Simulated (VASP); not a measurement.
# PrBe3Si (I-4m2) in VASP: single point with PBE

Aim: the single point of PrBe3Si with PBE.

Program: VASP 6.6.1. These are calculated values, not measurements. Logs are shortened: lines on timing, memory, paths and dates and some standing lists are left out, and cuts for length are marked.

### 1 The cell of the first run

The structure is tetragonal, space group I-4m2 (No. 119). The conventional cell has a = 3.823 Å, b = 3.823 Å, c = 9.945 Å, α = 90.00°, β = 90.00°, γ = 90.00°. Pr (site symmetry -4m2) has 14 Be at 2.96 to 3.77 Å and 4 Si at 3.14 Å and 4 Pr at 3.82 Å within 3.9 Å. Within 3.0 Å of Be (site symmetry 2mm) lie 3 Be at 2.30 to 2.40 Å and 2 Si at 2.30 Å and 4 Pr at 2.96 Å. Within 3.0 Å of Be (site symmetry -4m2) lie 4 Be at 2.30 Å and 4 Si at 2.70 Å. Si (site symmetry -4m2) has 8 Be at 2.30 to 2.70 Å within 3.0 Å.

The cell was built from a structure type or drawn by symmetry, and may not be a known phase.

### 2 Single point, PBE

INCAR

```
SYSTEM = PrBe3Si
PREC     = Accurate       ! precision mode
ENCUT    = 600            ! plane-wave cutoff, eV
EDIFF    = 1E-6           ! SCF threshold, eV
ISMEAR   = 0              ! smearing method
SIGMA    = 0.1            ! smearing width, eV
LREAL    = .False.        ! projectors in reciprocal space
LASPH    = .True.         ! aspherical terms in the spheres
NELM     = 200            ! most SCF steps
ALGO     = Normal         ! electronic algorithm
ISIF     = 2              ! what is computed and relaxed
LWAVE    = .False.        ! write WAVECAR
LCHARG   = .True.         ! write CHGCAR
GGA      = PE             ! functional
LELF     = .True.         ! ELF
LVHAR    = .True.       
NBANDS   = 18             ! bands
GGA_COMPAT= .False.      
LMAXMIX  = 6              ! l up to which the mixer works
```

KPOINTS

```
Automatic mesh
0
Gamma
  12 12 12
  0 0 0
```

POSCAR

```
PrBe3Si
1.0
   -1.9113369748      1.9113369748      4.9726106147
    1.9113369748     -1.9113369748      4.9726106147
    1.9113369748      1.9113369748     -4.9726106147
Pr Be Si
1 3 1
Direct
    0.0000000000      0.0000000000      0.0000000000
    0.6206921494      0.6206921494      0.0000000000
    0.3793078506      0.3793078506      0.0000000000
    0.7500000000      0.2500000000      0.5000000000
    0.2500000000      0.7500000000      0.5000000000
```

Potentials or basis: VASP PAW PBE potentials, release 64 (Pr_3, Be, Si), 4f in core.

Started as:

```bash
$ cat potpaw_PBE.64/Pr_3/POTCAR potpaw_PBE.64/Be/POTCAR potpaw_PBE.64/Si/POTCAR > POTCAR
$ mpirun -np 1 vasp_std > vasp.out
```

OUTCAR:

```text
SYSTEM = PrBe3Si
   PREC = Accurate
   ENCUT = 600
   EDIFF = 1E-6
   ISMEAR = 0
   LREAL = .False.
   LASPH = .True.
   NELM = 200
   ISIF = 2
   GGA = PE

 ion  position               nearest neighbor table
   1  0.000  0.000  0.000-   2 2.96   2 2.96   2 2.96   3 2.96   2 2.96   3 2.96   3 2.96   3 2.96
                             5 3.14   4 3.14   5 3.14   4 3.14   4 3.14   4 3.14   5 3.14   5 3.14
   2  0.621  0.621  0.000-   4 2.30   5 2.30   5 2.30   4 2.30   1 2.96   1 2.96   1 2.96   1 2.96

   3  0.379  0.379  0.000-   4 2.30   5 2.30   5 2.30   4 2.30   1 2.96   1 2.96   1 2.96   1 2.96

   4  0.750  0.250  0.500-   2 2.30   3 2.30   3 2.30   2 2.30   5 2.70   5 2.70   5 2.70   5 2.70
                             1 3.14   1 3.14   1 3.14   1 3.14
   5  0.250  0.750  0.500-   2 2.30   3 2.30   3 2.30   2 2.30   4 2.70   4 2.70   4 2.70   4 2.70
                             1 3.14   1 3.14   1 3.14   1 3.14

  LATTYP: Found a body centered tetragonal cell.
 ALAT       =     3.8226739496
 C/A-ratio  =     2.6016399412

  Lattice vectors:

 A1 = (  -1.9113369748,   1.9113369748,   4.9726106147)
 A2 = (   1.9113369748,  -1.9113369748,   4.9726106147)
 A3 = (   1.9113369748,   1.9113369748,  -4.9726106147)

Analysis of symmetry for initial positions (statically):
=====================================================================
 Subroutine PRICEL returns:
 Original cell was already a primitive cell.

 Routine SETGRP: Setting up the symmetry group for a
 body centered tetragonal supercell.

 Subroutine GETGRP returns: Found  8 space group operations
 (whereof  8 operations were pure point group operations)
 out of a pool of 16 trial point group operations.

The static configuration has the point symmetry D_2d.

Analysis of symmetry for dynamics (positions and initial velocities):
=====================================================================
 Subroutine PRICEL returns:
 Original cell was already a primitive cell.

 Routine SETGRP: Setting up the symmetry group for a
 body centered tetragonal supercell.

 Subroutine GETGRP returns: Found  8 space group operations
 (whereof  8 operations were pure point group operations)
 out of a pool of 16 trial point group operations.

The dynamic configuration has the point symmetry D_2d.

 Subroutine INISYM returns: Found  8 space group operations
 (whereof  8 operations are pure point group operations),
 and found     1 'primitive' translations

----------------------------------------------------------------------------------------

                                     Primitive cell

[... 102 lines left out ...]
   ISIF   =      2    stress and relaxation
   ISYM   =      2    0-nonsym 1-usesym 2-fastsym
   POTIM  = 0.5000    time-step for ionic-motion
   TEBEG  =    0.0;   TEEND  =   0.0 temperature during run
   PSTRESS=    0.0 pullay stress
   NELECT =      21.0000    total number of electrons
   NUPDOWN=      -1.0000    fix difference up-down
   EMIN   =  10.00;   EMAX   =-10.00  energy-range for DOS
   EFERMI =   0.00;   METHOD = LEGACY
   ISMEAR =     0;   SIGMA  =   0.10  broadening in eV -4-tet -1-fermi 0-gaus
   EFERMI_NEDOS =   21; number of points for ismear=-14 and -15
   IALGO  =     38    algorithm
   IMIX   =      4    mixing-type and parameters
     AMIX     =   0.40;   BMIX     =  1.00
     AMIX_MAG =   1.60;   BMIX_MAG =  1.00
  volume/ion in A,a.u.               =      14.53        98.07
  Fermi-wavevector in a.u.,A,eV,Ry     =   1.082368  2.045379 15.939504  1.171520
  Thomas-Fermi vector in A             =   2.218408
   LORBIT       =      0    0 simple, 1 ext, 2 COOP (PROOUT), +10 PAW based schemes
   GGA     = PE    functional components
   LHFCALC =     F    Hartree Fock is set to
   AEXX    =    0.0000 exact exchange contribution
   IVDW    =     0    specifies the selected vdW correction
   LEPSILON=     F    determine dielectric tensor
   LRPA    =     F    only Hartree local field effects (RPA)
 non-spin polarized calculation
 Gauss-broadening in eV      SIGMA  =   0.10
  energy-cutoff  :      600.00
  volume of cell :       72.66
 maximum number of plane-waves:      2443
 NGX is ok and might be reduce to    48
   NGX = 23   NGY = 23   NGZ = 23

 number of electron      21.0000000 magnetization

 Free energy of the ion-electron system (eV)
  ---------------------------------------------------
  ext. energy  EPLUGINS =         0.00000000
  ---------------------------------------------------
  free energy    TOTEN  =       -22.51800799 eV

  energy without entropy =      -22.51184950  energy(sigma->0) =      -22.51492874

 E-fermi :   5.3679     XC(G=0): -10.4238

 val. band max:        5.3590972644   @ k =   0.2500   0.1667  -0.0000
 cond. band min:       5.3726372764   @ k =  -0.2500   0.4167   0.2500
 fundamental gap:      0.0135400119
 Fermi energy:         5.3678909319

 k-point     1 :       0.0000    0.0000    0.0000
  band No.  band energies     occupation
      1     -29.8272      2.00000
      2     -12.0955      2.00000
      3     -11.6663      2.00000
      4     -11.6663      2.00000
      5      -4.5494      2.00000
      6       1.9680      2.00000
[... 481 lines left out ...]
      5      -3.0430      2.00000
      6      -0.3460      2.00000
[... 10 lines left out ...]
     17      10.8293      0.00000
     18      11.9102      0.00000

 [... further k-points ...]

------------------------ aborting loop because EDIFF is reached ----------------------------------------

  FORCE on cell =-STRESS in cart. coord.  units (eV):
  Direction    XX          YY          ZZ          XY          YZ          ZX
  --------------------------------------------------------------------------------------
  -------------------------------------------------------------------------------------
  Total        0.0795739      0.0795739      0.0494436      0.0000000      0.0000000      0.0000000
  in kB        1.7545353      1.7545353      1.0901888      0.0000000      0.0000000      0.0000000
  external PRESSURE =       1.5330865 kB  Pullay stress =       0.0000000 kB

 VOLUME and BASIS-vectors are now :
 -----------------------------------------------------------------------------
  energy-cutoff  :      600.00
  volume of cell :       72.66
      direct lattice vectors                 reciprocal lattice vectors
    -1.911336975  1.911336975  4.972610615     0.000000000  0.261596990  0.100550805
     1.911336975 -1.911336975  4.972610615     0.261596990  0.000000000  0.100550805
     1.911336975  1.911336975 -4.972610615     0.261596990  0.261596990  0.000000000

 POSITION                                       TOTAL-FORCE (eV/Angst)
 -----------------------------------------------------------------------------------
      0.00000      0.00000      0.00000         0.000000      0.000000      0.000000
      0.00000      0.00000      6.17292        -0.000000     -0.000000     -0.001804
      0.00000      0.00000      3.77230        -0.000000     -0.000000      0.001804
      0.00000      1.91134      2.48631         0.000000      0.000000      0.000000
      1.91134      0.00000      2.48631         0.000000      0.000000     -0.000000
 -----------------------------------------------------------------------------------
    total drift:                                0.000000     -0.000000     -0.000000

  FREE ENERGIE OF THE ION-ELECTRON SYSTEM (eV)
  ---------------------------------------------------
  free  energy   TOTEN  =       -22.5180079862 eV

  energy  without entropy=      -22.5118495017  energy(sigma->0) =      -22.51492874
```

OSZICAR:

```text
N       E                     dE             d eps       ncg     rms          rms(c)
DAV:   1     0.935702442765E+02    0.93570E+02   -0.99046E+03  5868   0.114E+03
DAV:   2    -0.179014222807E+02   -0.11147E+03   -0.10815E+03  7062   0.231E+02
DAV:   3    -0.228538780601E+02   -0.49525E+01   -0.48815E+01  9430   0.435E+01
DAV:   4    -0.229834516577E+02   -0.12957E+00   -0.12937E+00  8030   0.629E+00
DAV:   5    -0.229867413421E+02   -0.32897E-02   -0.32881E-02  9234   0.912E-01    0.686E+00
DAV:   6    -0.226000194042E+02    0.38672E+00   -0.67869E-01  7622   0.392E+00    0.385E+00
DAV:   7    -0.225231807319E+02    0.76839E-01   -0.30976E-01  8562   0.286E+00    0.750E-01
DAV:   8    -0.225181441607E+02    0.50366E-02   -0.27302E-02  7452   0.835E-01    0.205E-01
DAV:   9    -0.225179862280E+02    0.15793E-03   -0.21809E-03  9658   0.248E-01    0.101E-01
DAV:  10    -0.225180059583E+02   -0.19730E-04   -0.98605E-05  7040   0.785E-02    0.341E-02
DAV:  11    -0.225180088543E+02   -0.28960E-05   -0.12548E-05  8502   0.290E-02    0.513E-03
DAV:  12    -0.225180079862E+02    0.86802E-06   -0.61198E-07  4030   0.487E-03
   1 F= -.22518008E+02 E0= -.22514929E+02  d E =-.615848E-02
```

It took 3.1 min on 1 thread of Intel Xeon 6975P-C (Granite Rapids), shared host; peak memory 0.51 GiB.

What came out:

```yaml
Free_energy: -22.5180 eV
Pressure: 0.2 GPa
Band_gap_on_the_k_mesh: zero (an odd number of electrons rules out a gap without spin polarisation)
```

Caveat: spin-orbit coupling is left out, which moves the levels of the heavy elements; the 4f electrons are frozen in the core, so they carry no moment and show no levels. Spin polarisation is off, so any magnetic state and its effect on volume and gap are missing.
